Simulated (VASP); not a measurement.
# SiC in VASP: further runs, part 2 of 3

VASP 6.6.1. Earlier steps stand in the parts before.

## 4. Single point, PBE (volume scaled by 0.94, then relaxed in part)

The input, INCAR:

```
SYSTEM = SiC
ALGO = Normal
EDIFF = 1E-6
ENCUT = 520
GGA = PE
ISIF = 2
ISMEAR = 0
LASPH = .True.
LCHARG = .False.
LREAL = .False.
LWAVE = .False.
NBANDS = 36
NELM = 80
PREC = Accurate
SIGMA = 0.02
```

The input, KPOINTS:

```
k-points
0
Gamma
  12 12 2
  0 0 0
```

The input, POSCAR:

```
SiC
1.0
    1.5159672628     -2.6257323218      0.0000000000
    1.5159672628      2.6257323218      0.0000000000
    0.0000000000      0.0000000000     14.8738746257
Si C
6 6
Direct
    0.1666666667      0.8333333333      0.8576973576
    0.8333333333      0.1666666667      0.3576973576
    0.5000000000      0.5000000000      0.5245024524
    0.5000000000      0.5000000000      0.0245024524
    0.8333333333      0.1666666667      0.6911923960
    0.1666666667      0.8333333333      0.1911923960
    0.5000000000      0.5000000000      0.6498353398
    0.5000000000      0.5000000000      0.1498353398
    0.1666666667      0.8333333333      0.9827081991
    0.8333333333      0.1666666667      0.4827081991
    0.8333333333      0.1666666667      0.8162042551
    0.1666666667      0.8333333333      0.3162042551
```

Potentials or basis: VASP PAW PBE potentials, release 64 (Si, C).

Command:

```bash
$ cat potpaw_PBE.64/Si/POTCAR potpaw_PBE.64/C/POTCAR > POTCAR
$ mpirun -np 1 vasp_std > vasp.out
```

OUTCAR:

```text
SYSTEM = SiC
   EDIFF = 1E-6
   ENCUT = 520
   GGA = PE
   ISIF = 2
   ISMEAR = 0
   LASPH = .True.
   LREAL = .False.
   NELM = 80
   PREC = Accurate

 ion  position               nearest neighbor table
   1  0.167  0.833  0.858-  11 1.86  11 1.86  11 1.86   9 1.86   5 3.03   5 3.03   5 3.03   4 3.04
                             4 3.04   4 3.04
   2  0.833  0.167  0.358-  12 1.86  12 1.86  12 1.86  10 1.86   6 3.03   6 3.03   6 3.03   3 3.04
                             3 3.04   3 3.04
   3  0.500  0.500  0.525-  10 1.86  10 1.86  10 1.86   7 1.86   5 3.04   5 3.04   5 3.04   2 3.04
                             2 3.04   2 3.04
   4  0.500  0.500  0.025-   9 1.86   9 1.86   9 1.86   8 1.86   6 3.04   6 3.04   6 3.04   1 3.04
                             1 3.04   1 3.04
   5  0.833  0.167  0.691-   7 1.86   7 1.86   7 1.86  11 1.86   1 3.03   1 3.03   1 3.03   3 3.04
                             3 3.04   3 3.04
   6  0.167  0.833  0.191-   8 1.86   8 1.86   8 1.86  12 1.86   2 3.03   2 3.03   2 3.03   4 3.04
                             4 3.04   4 3.04
   7  0.500  0.500  0.650-   5 1.86   5 1.86   5 1.86   3 1.86
   8  0.500  0.500  0.150-   6 1.86   6 1.86   6 1.86   4 1.86
   9  0.167  0.833  0.983-   4 1.86   4 1.86   4 1.86   1 1.86
  10  0.833  0.167  0.483-   3 1.86   3 1.86   3 1.86   2 1.86
  11  0.833  0.167  0.816-   1 1.86   1 1.86   1 1.86   5 1.86
  12  0.167  0.833  0.316-   2 1.86   2 1.86   2 1.86   6 1.86

  LATTYP: Found a hexagonal cell.
 ALAT       =     3.0319345256
 C/A-ratio  =     4.9057374096

  Lattice vectors:

 A1 = (   1.5159672628,  -2.6257323218,   0.0000000000)
 A2 = (   1.5159672628,   2.6257323218,   0.0000000000)
 A3 = (   0.0000000000,   0.0000000000,  14.8738746257)

Analysis of symmetry for initial positions (statically):
=====================================================================
 Subroutine PRICEL returns:
 Original cell was already a primitive cell.

 Routine SETGRP: Setting up the symmetry group for a
 hexagonal supercell.

 Subroutine GETGRP returns: Found 12 space group operations
 (whereof  2 operations were pure point group operations)
 out of a pool of 24 trial point group operations.

The static configuration has the point symmetry C_1h.
 The point group associated with its full space group is C_6v.

Analysis of symmetry for dynamics (positions and initial velocities):
=====================================================================
 Subroutine PRICEL returns:
 Original cell was already a primitive cell.

 Routine SETGRP: Setting up the symmetry group for a
 hexagonal supercell.

 Subroutine GETGRP returns: Found 12 space group operations
 (whereof  2 operations were pure point group operations)
 out of a pool of 24 trial point group operations.

The dynamic configuration has the point symmetry C_1h.
 The point group associated with its full space group is C_6v.

 Subroutine INISYM returns: Found 12 space group operations
 (whereof  2 operations are pure point group operations),
 and found     1 'primitive' translations

----------------------------------------------------------------------------------------

                                     Primitive cell

  volume of cell :     118.4116

  direct lattice vectors                    reciprocal lattice vectors
[... 87 lines left out ...]
  0.333333  0.000000  0.500000      6.000000
 [... further k-points ...]
   k-points           NKPTS =     38   k-points in BZ     NKDIM =     38   number of bands    NBANDS=     36
   number of dos      NEDOS =    301   number of ions     NIONS =     12
   total plane-waves  NPLWV =  64512
   dimension x,y,z NGX =    24 NGY =   24 NGZ =  112
   dimension x,y,z NGXF=    48 NGYF=   48 NGZF=  224
   ions per type =               6   6
   NGX,Y,Z   is equivalent  to a cutoff of  13.16, 13.16, 12.52 a.u.
   NGXF,Y,Z  is equivalent  to a cutoff of  26.32, 26.32, 25.04 a.u.
 SYSTEM =  SiC
   PREC   = accura    normal or accurate (medium, high low for compatibility)
   ISTART =      0    job   : 0-new  1-cont  2-samecut
   ICHARG =      2    charge: 1-file 2-atom 10-const
   ISPIN  =      1    spin polarized calculation?
   LNONCOLLINEAR =      F non collinear calculations
   LSORBIT =      F    spin-orbit coupling
   LASPH  =      T    aspherical Exc in radial PAW
   ENCUT  =  520.0 eV  38.22 Ry    6.18 a.u.   5.64  5.64 27.66*2*pi/ulx,y,z
   NELM   =     80;   NELMIN=  2; NELMDL= -5     # of ELM steps
   EDIFF  = 0.1E-05   stopping-criterion for ELM
   LREAL  =      F    real-space projection
   EDIFFG = 0.1E-04   stopping-criterion for IOM
   NSW    =      0    number of steps for IOM
   IBRION =     -1    ionic relax: 0-MD 1-quasi-New 2-CG
   NFREE  =      0    steps in history (QN), initial steepest desc. (CG)
   ISIF   =      2    stress and relaxation
   ISYM   =      2    0-nonsym 1-usesym 2-fastsym
   POTIM  = 0.5000    time-step for ionic-motion
   TEBEG  =    0.0;   TEEND  =   0.0 temperature during run
   PSTRESS=    0.0 pullay stress
   NELECT =      48.0000    total number of electrons
   NUPDOWN=      -1.0000    fix difference up-down
   EMIN   =  10.00;   EMAX   =-10.00  energy-range for DOS
   EFERMI =   0.00;   METHOD = LEGACY
   ISMEAR =     0;   SIGMA  =   0.02  broadening in eV -4-tet -1-fermi 0-gaus
   EFERMI_NEDOS =   21; number of points for ismear=-14 and -15
   IALGO  =     38    algorithm
   IMIX   =      4    mixing-type and parameters
     AMIX     =   0.40;   BMIX     =  1.00
     AMIX_MAG =   1.60;   BMIX_MAG =  1.00
  volume/ion in A,a.u.               =       9.87        66.59
  Fermi-wavevector in a.u.,A,eV,Ry     =   1.211594  2.289581 19.972809  1.467960
  Thomas-Fermi vector in A             =   2.347105
   LORBIT       =      0    0 simple, 1 ext, 2 COOP (PROOUT), +10 PAW based schemes
   GGA     = PE    functional components
   LHFCALC =     F    Hartree Fock is set to
   AEXX    =    0.0000 exact exchange contribution
   IVDW    =     0    specifies the selected vdW correction
   LEPSILON=     F    determine dielectric tensor
   LRPA    =     F    only Hartree local field effects (RPA)
 non-spin polarized calculation
 Gauss-broadening in eV      SIGMA  =   0.02
  energy-cutoff  :      520.00
  volume of cell :      118.41
 maximum number of plane-waves:      3221
 NGX is ok and might be reduce to    24
   NGX = 11   NGY = 11   NGZ = 55

 number of electron      47.9999995 magnetization

 Free energy of the ion-electron system (eV)
  ---------------------------------------------------
  ext. energy  EPLUGINS =         0.00000000
  ---------------------------------------------------
  free energy    TOTEN  =       -90.03989809 eV

  energy without entropy =      -90.03989809  energy(sigma->0) =      -90.03989809

 E-fermi :   8.8191     XC(G=0): -11.5624

 val. band max:        8.6938153872   @ k =   0.0000   0.0000   0.0000
 cond. band min:      10.7067683196   @ k =   0.5000   0.0000   0.0000
 fundamental gap:      2.0129529324
 Fermi energy:         8.8190828995

 k-point     1 :       0.0000    0.0000    0.0000
  band No.  band energies     occupation
      1      -7.1403      2.00000
      2      -6.5995      2.00000
      3      -6.5606      2.00000
      4      -5.0031      2.00000
      5      -4.9738      2.00000
      6      -3.3930      2.00000
[... 925 lines left out ...]
     35      16.8496      0.00000
     36      16.8517      0.00000

 [... further k-points ...]
[... 5 lines left out ...]
  --------------------------------------------------------------------------------------
  -------------------------------------------------------------------------------------
  Total       10.9541125     10.9541125     10.9387422      0.0000000      0.0000000      0.0000000
  in kB      148.2154218    148.2154218    148.0074526      0.0000000      0.0000000      0.0000000
  external PRESSURE =     148.1460988 kB  Pullay stress =       0.0000000 kB

 VOLUME and BASIS-vectors are now :
 -----------------------------------------------------------------------------
  energy-cutoff  :      520.00
  volume of cell :      118.41
      direct lattice vectors                 reciprocal lattice vectors
     1.515967263 -2.625732322  0.000000000     0.329822426 -0.190423066  0.000000000
     1.515967263  2.625732322  0.000000000     0.329822426  0.190423066  0.000000000
     0.000000000  0.000000000 14.873874626     0.000000000  0.000000000  0.067231977

 POSITION                                       TOTAL-FORCE (eV/Angst)
 -----------------------------------------------------------------------------------
      1.51597      1.75049     12.75728        -0.000000     -0.000000      0.000670
      1.51597     -1.75049      5.32035         0.000000      0.000000      0.000670
      1.51597      0.00000      7.80138         0.000000     -0.000000      0.006076
      1.51597      0.00000      0.36445         0.000000      0.000000      0.006076
      1.51597     -1.75049     10.28071         0.000000      0.000000      0.002022
      1.51597      1.75049      2.84377        -0.000000      0.000000      0.002022
      1.51597      0.00000      9.66557        -0.000000      0.000000     -0.006608
      1.51597      0.00000      2.22863        -0.000000     -0.000000     -0.006608
      1.51597      1.75049     14.61668         0.000000      0.000000     -0.001707
      1.51597     -1.75049      7.17974         0.000000     -0.000000     -0.001707
      1.51597     -1.75049     12.14012        -0.000000     -0.000000     -0.000453
      1.51597      1.75049      4.70318        -0.000000     -0.000000     -0.000453
 -----------------------------------------------------------------------------------
    total drift:                                0.000000     -0.000000     -0.000128

  FREE ENERGIE OF THE ION-ELECTRON SYSTEM (eV)
  ---------------------------------------------------
  free  energy   TOTEN  =       -90.0398980882 eV

  energy  without entropy=      -90.0398980882  energy(sigma->0) =      -90.03989809
```

Run time: 73 s. Hardware: 1 thread of Intel Xeon 6975P-C (Granite Rapids), shared host; peak memory 0.29 GiB.

What came out:

| Property | Result |
| --- | --- |
| Free energy | -90.0399 eV |
| Pressure | 14.8 GPa |
| Largest force | 0.007 eV/Å |
| Band gap on the k mesh | 2.01 eV, indirect (least direct gap 3.12 eV) |

Forces on the atoms (eV/Å):
```
Si   0.000  0.000  0.001
Si   0.000  0.000  0.001
Si   0.000  0.000  0.006
Si   0.000  0.000  0.006
Si   0.000  0.000  0.002
Si   0.000  0.000  0.002
C    0.000  0.000 -0.007
C    0.000  0.000 -0.007
C    0.000  0.000 -0.002
C    0.000  0.000 -0.002
C    0.000  0.000  0.000
C    0.000  0.000  0.000
```

(Continued in part 3 of 3.)
